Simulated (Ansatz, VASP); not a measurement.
AlIn2N3 in VASP and in Ansatz

```
CELL_PARAMETERS angstrom
3.57484 -5.96116 0.00000
3.57484 5.96116 0.00000
0.00000 0.00000 3.25167
ATOMIC_POSITIONS crystal
Al 0.50000 0.50000 0.50000
In 0.17061 0.82939 0.00000
In 0.82939 0.17061 0.00000
N 0.00000 0.50000 0.00000
N 0.50000 0.00000 0.00000
N 0.00000 0.00000 0.00000
```

Alike in both runs: functional PBE; k mesh 4 × 4 × 6; occupations gaussian, width 0.1 eV; collinear spin.

Ansatz relaxed the structure, and its values are those at the end. VASP's run is a single point on that final structure, the one shown.

```csv
,VASP,Ansatz
version,VASP 6.6.1,Ansatz 0.2.0
potentials or method,"VASP PAW PBE potentials, release 64 (Al, In_d, N), cutoff 520 eV","scalar-relativistic, plane waves, PAW"
valence electrons in the cell,44,44
```

```tsv
	VASP	Ansatz	Ansatz less VASP
gap on the k mesh at the Fermi level (eV)	none	none	-
pressure (GPa)	0.0	0.0	-0.02
rms of the force components (eV/Å)	0.005	0.003	-0.0022
net moment per atom (μB)	0.35	0.35	0.000
size of the moment on the site where the two differ most (μB)	0.64	0.72	+0.080
```

Site moments also hang on the region over which each program counts them. A gap of «none» marks a metal or a gap that the smearing closes. The functional is the same, so the differences come from potentials, cutoffs and numerics.
